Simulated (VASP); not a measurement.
# W (I4/mmm) in VASP: further runs

The runs below take W through single point, with LDA.

Program: VASP 6.6.1. These are calculated values, not measurements. Logs are shortened: lines on timing, memory, paths and dates and some standing lists are left out, and cuts for length are marked.

## Step 1: The cell of the first run

It takes space group I4/mmm (No. 139, tetragonal). Conventional cell: a = 2.871 Å, b = 2.871 Å, c = 4.669 Å, α = 90.00°, β = 90.00°, γ = 90.00°. W (site symmetry 4/mmm) has 12 W at 2.87 to 3.09 Å within 3.8 Å.

## Step 2: Single point, LDA (strain +0.1500 x Voigt [0, 1, 0, 0, 0, 0])

Contents of INCAR:

```
PREC = Accurate ; ENCUT = 520
EDIFF = 1E-7 ; ISMEAR = 0
SIGMA = 0.15 ; LREAL = F
LASPH = T ; NELM = 60
ALGO = Fast ; ISIF = 2
LWAVE = F ; LCHARG = F
GGA = CA ; NBANDS = 13
```

Contents of KPOINTS:

```
regular mesh
0
Gamma
  20 20 20
```

Contents of POSCAR:

```
W
1.0
    0.0000000000      2.3345000000      2.0300000000
    2.0300000000      0.0000000000      2.0300000000
    2.0300000000      2.3345000000      0.0000000000
W
1
Direct
    0.0000000000      0.0000000000      0.0000000000
```

Potentials or basis: VASP PAW LDA potentials, release 64 (W_sv).

The run is started by

```console
$ cat potpaw_LDA.64/W_sv/POTCAR > POTCAR
$ mpirun -np 1 vasp_std > vasp.out
```

OUTCAR:

```text
PREC = Accurate
   ENCUT = 520
   EDIFF = 1E-7
   ISMEAR = 0
   LREAL = F
   LASPH = T
   NELM = 60
   ISIF = 2
   GGA = CA

 ion  position               nearest neighbor table
   1  0.000  0.000  0.000-

  LATTYP: Found a body centered tetragonal cell.
 ALAT       =     2.8708535316
 C/A-ratio  =     1.6263455967

  Lattice vectors:

 A1 = (   0.0000000000,  -2.3345000000,   2.0300000000)
 A2 = (   0.0000000000,  -2.3345000000,  -2.0300000000)
 A3 = (   2.0300000000,   2.3345000000,   0.0000000000)

Analysis of symmetry for initial positions (statically):
=====================================================================
 Subroutine PRICEL returns:
 Original cell was already a primitive cell.

 Routine SETGRP: Setting up the symmetry group for a
 body centered tetragonal supercell.

 Subroutine GETGRP returns: Found 16 space group operations
 (whereof 16 operations were pure point group operations)
 out of a pool of 16 trial point group operations.

The static configuration has the point symmetry D_4h.

Analysis of symmetry for dynamics (positions and initial velocities):
=====================================================================
 Subroutine PRICEL returns:
 Original cell was already a primitive cell.

 Routine SETGRP: Setting up the symmetry group for a
 body centered tetragonal supercell.

 Subroutine GETGRP returns: Found 16 space group operations
 (whereof 16 operations were pure point group operations)
 out of a pool of 16 trial point group operations.

The dynamic configuration has the point symmetry D_4h.

 Subroutine INISYM returns: Found 16 space group operations
 (whereof 16 operations are pure point group operations),
 and found     1 'primitive' translations

----------------------------------------------------------------------------------------

                                     Primitive cell

  volume of cell :      19.2405

  direct lattice vectors                    reciprocal lattice vectors
     0.000000000  2.334500000  2.030000000    -0.246305419  0.214178625  0.246305419
     2.030000000  0.000000000  2.030000000     0.246305419 -0.214178625  0.246305419
     2.030000000  2.334500000  0.000000000     0.246305419  0.214178625 -0.246305419

  length of vectors
     3.093669383  2.870853532  3.093669383     0.408907327  0.408907327  0.408907327

  position of ions in fractional coordinates (direct lattice)
     0.000000000  0.000000000  0.000000000

  ion indices of the primitive-cell ions
   primitive index   ion index
                 1           1

[... 81 lines left out ...]
   PSTRESS=    0.0 pullay stress
   NELECT =      14.0000    total number of electrons
   NUPDOWN=      -1.0000    fix difference up-down
   EMIN   =  10.00;   EMAX   =-10.00  energy-range for DOS
   EFERMI =   0.00;   METHOD = LEGACY
   ISMEAR =     0;   SIGMA  =   0.15  broadening in eV -4-tet -1-fermi 0-gaus
   EFERMI_NEDOS =   21; number of points for ismear=-14 and -15
   IALGO  =     68    algorithm
   IMIX   =      4    mixing-type and parameters
     AMIX     =   0.40;   BMIX     =  1.00
     AMIX_MAG =   1.60;   BMIX_MAG =  1.00
  volume/ion in A,a.u.               =      19.24       129.84
  Fermi-wavevector in a.u.,A,eV,Ry     =   1.472467  2.782559 29.499589  2.168159
  Thomas-Fermi vector in A             =   2.587478
   LORBIT       =      0    0 simple, 1 ext, 2 COOP (PROOUT), +10 PAW based schemes
   GGA     = CA    functional components
   LHFCALC =     F    Hartree Fock is set to
   AEXX    =    0.0000 exact exchange contribution
   IVDW    =     0    specifies the selected vdW correction
   LEPSILON=     F    determine dielectric tensor
   LRPA    =     F    only Hartree local field effects (RPA)
 non-spin polarized calculation
 RMM-DIIS sequential band-by-band and
 Gauss-broadening in eV      SIGMA  =   0.15
  energy-cutoff  :      520.00
  volume of cell :       19.24
 maximum number of plane-waves:       541
   NGX = 11   NGY = 11   NGZ = 11

 number of electron      14.0000003 magnetization

 Free energy of the ion-electron system (eV)
  ---------------------------------------------------
  ext. energy  EPLUGINS =         0.00000000
  ---------------------------------------------------
  free energy    TOTEN  =       -13.17735191 eV

  energy without entropy =      -13.16596544  energy(sigma->0) =      -13.17165868

 E-fermi :   8.5357     XC(G=0): -12.7639

 val. band max:        8.5350599396   @ k =   0.4500   0.1000   0.0000
 cond. band min:       8.5366402355   @ k =   0.4500  -0.4000   0.1500
 fundamental gap:      0.0015802959
 Fermi energy:         8.5357218991

 k-point     1 :       0.0000    0.0000    0.0000
  band No.  band energies     occupation
      1     -65.2944      2.00000
      2     -29.3971      2.00000
      3     -29.2711      2.00000
      4     -29.2711      2.00000
      5       0.2213      2.00000
      6       6.8465      2.00000
      7       8.5008      1.25810
      8       8.5008      1.25809
      9       8.9812      0.00003
     10      11.3335      0.00000
     11      21.1951      0.00000
     12      23.2482      0.00000
     13      26.5286      0.00000
[... 354 lines left out ...]
  band No.  band energies     occupation
      1     -65.2476      2.00000
      2     -29.8821      2.00000
      3     -29.4913      2.00000
      4     -29.3099      2.00000
      5       3.3321      2.00000
      6       7.0485      2.00000
      7       7.5779      2.00000
      8       8.7062      0.10791
      9      11.1784      0.00000
     10      11.7039      0.00000
     11      18.5507      0.00000
     12      21.3649      0.00000
     13      26.6495      0.00000

 [... further k-points ...]

------------------------ aborting loop because EDIFF is reached ----------------------------------------

  FORCE on cell =-STRESS in cart. coord.  units (eV):
  Direction    XX          YY          ZZ          XY          YZ          ZX
  --------------------------------------------------------------------------------------
  -------------------------------------------------------------------------------------
  Total       -5.2610720     -4.3280679     -5.2610720      0.0000000     -0.0000000      0.0000000
  in kB     -438.0955906   -360.4032504   -438.0955906      0.0000000     -0.0000000      0.0000000
  external PRESSURE =    -412.1981439 kB  Pullay stress =       0.0000000 kB

 VOLUME and BASIS-vectors are now :
 -----------------------------------------------------------------------------
  energy-cutoff  :      520.00
  volume of cell :       19.24
      direct lattice vectors                 reciprocal lattice vectors
     0.000000000  2.334500000  2.030000000    -0.246305419  0.214178625  0.246305419
     2.030000000  0.000000000  2.030000000     0.246305419 -0.214178625  0.246305419
     2.030000000  2.334500000  0.000000000     0.246305419  0.214178625 -0.246305419

 POSITION                                       TOTAL-FORCE (eV/Angst)
 -----------------------------------------------------------------------------------
      0.00000      0.00000      0.00000        -0.000000      0.000000      0.000000
 -----------------------------------------------------------------------------------
    total drift:                               -0.000000     -0.000000      0.000000

  FREE ENERGIE OF THE ION-ELECTRON SYSTEM (eV)
  ---------------------------------------------------
  free  energy   TOTEN  =       -13.1773519091 eV

  energy  without entropy=      -13.1659654432  energy(sigma->0) =      -13.17165868
```

stdout:

```text
POSCAR found type information on POSCAR W
 POSCAR found :  1 types and       1 ions
 scaLAPACK will be used
 LDA part: xc-table for (Slater(with rela. corr.)+CA(PZ))
 , standard interpolation
 POSCAR, INCAR and KPOINTS ok, starting setup
 FFT: planning ... GRIDC
 FFT: planning ... GRID_SOFT
 FFT: planning ... GRID
 WAVECAR not read
 entering main loop
WARNING in EDDRMM: call to ZHEGV failed, returncode =   8  4     13
WARNING in EDDRMM: call to ZHEGV failed, returncode =   8  4     13
WARNING in EDDRMM: call to ZHEGV failed, returncode =   8  4     12
WARNING in EDDRMM: call to ZHEGV failed, returncode =   8  4     12
WARNING in EDDRMM: call to ZHEGV failed, returncode =   6  3     13
WARNING in EDDRMM: call to ZHEGV failed, returncode =   8  4     13
WARNING in EDDRMM: call to ZHEGV failed, returncode =   8  4     13
WARNING in EDDRMM: call to ZHEGV failed, returncode =   8  4     13
WARNING in EDDRMM: call to ZHEGV failed, returncode =   8  4     11
WARNING in EDDRMM: call to ZHEGV failed, returncode =   8  4     13
```

Run time: 1.7 min. Hardware: 1 thread of AMD EPYC 9R45 (Zen 5), shared host; peak memory 0.22 GiB.

What came out:

- Free energy: -13.1774 eV
- Pressure: -41.2 GPa
- Band gap on the k mesh: zero (band 7 reaches 11.61 eV, above the bottom of band 8 at 8.11 eV)

Stress tensor (GPa, compression positive):
```
-43.81   0.00   0.00
  0.00 -36.04   0.00
  0.00   0.00 -43.81
```

Caveat: the cell differs from its parent crystal (strain +0.1500 x Voigt [0, 1, 0, 0, 0, 0]); spin-orbit coupling is left out, which moves the levels of the heavy elements.

## Step 3: Single point, LDA (strain -0.1500 x Voigt [0, 1, 0, 0, 0, 0])

Contents of INCAR:

```
SYSTEM = W
ALGO = Normal
EDIFF = 1E-6
ENCUT = 520
GGA = CA
ISIF = 2
ISMEAR = 0
LASPH = .TRUE.
LCHARG = .TRUE.
LELF = .TRUE.
LREAL = .FALSE.
LVHAR = .TRUE.
LWAVE = .FALSE.
NBANDS = 13
NELM = 100
PREC = Accurate
SIGMA = 0.15
```

Contents of KPOINTS:

```
k-points
0
G
  20 20 20
  0 0 0
```

Contents of POSCAR:

```
W
1.0
    0.0000000000      1.7255000000      2.0300000000
    2.0300000000      0.0000000000      2.0300000000
    2.0300000000      1.7255000000      0.0000000000
W
1
Direct
    0.0000000000      0.0000000000      0.0000000000
```

Potentials or basis: VASP PAW LDA potentials, release 64 (W_sv).

The run is started by

```console
$ cat potpaw_LDA.64/W_sv/POTCAR > POTCAR
$ mpirun -np 1 vasp_std > vasp.out
```

Run time: 54 s. Hardware: 1 thread of AMD EPYC 9R45 (Zen 5), shared host; peak memory 0.19 GiB.

Results (log left out):

- Free energy: -13.6709 eV
- Pressure: 38.8 GPa
- Band gap on the k mesh: zero (band 7 reaches 18.48 eV, above the bottom of band 8 at 11.80 eV)

Stress tensor (GPa, compression positive):
```
51.96  0.00  0.00
 0.00 12.48  0.00
 0.00  0.00 51.96
```

Levels at points of the mesh, in eV from the Fermi level:
```
           k point  band 3  band 4  band 5  band 6  band 7  band 8  band 9  band 10  band 11  band 12
(0.00, 0.00, 0.00)  -37.16  -37.14  -10.07   -1.79   -1.79    0.47    0.59     3.54    13.02    16.49
(0.50, 0.00, 0.00)  -37.60  -37.21   -6.90   -2.93    0.14    0.98    4.48     6.53    12.12    12.44
(0.50, 0.50, 0.00)  -37.86  -37.45   -7.02   -5.50    2.54    4.74    5.02     7.40    11.98    14.22
(0.50, 0.00, 0.50)  -38.15  -38.15   -6.98   -6.37    5.55    6.21    6.41     6.41    11.07    11.07
```

Caveat: the cell differs from its parent crystal (strain -0.1500 x Voigt [0, 1, 0, 0, 0, 0]); spin-orbit coupling is left out, which moves the levels of the heavy elements.
